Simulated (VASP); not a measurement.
Pt:

```
Pt
1.0
     2.74830    0.00000    0.00000
    -1.37415    2.38010    0.00000
     0.00000    0.00000    4.74559
Pt
2
Direct
  0.66667 0.33333 0.75000
  0.33333 0.66667 0.25000
```

Base run:

| Item | Value |
| --- | --- |
| Program | VASP 6.6.1 |
| Functional | LDA |
| Potentials or basis | VASP PAW LDA potentials, release 64 (Pt) |
| Cutoff | 520 eV |
| k mesh | 21 × 21 × 10 |
| Occupations | gaussian, width 0.15 eV |
| Spin | collinear spin, ferromagnetic start |
| Starting moments | [0.05, 0.05] μB |
| Fixed moment | 0.1 μB |

Its results: pressure -11.0 GPa; site moments Pt +0.05 μB.

Task: The run is repeated on the same cell with these changes: fixed moment from 0.1 μB to 0.9 μB; moments at the start from [0.05, 0.05] to [0.45, 0.45]. What comes out?

Result: Pressure -10.1 GPa; site moments Pt +0.44 μB.

Caveats: the total moment is fixed, so each spin has its own Fermi level.
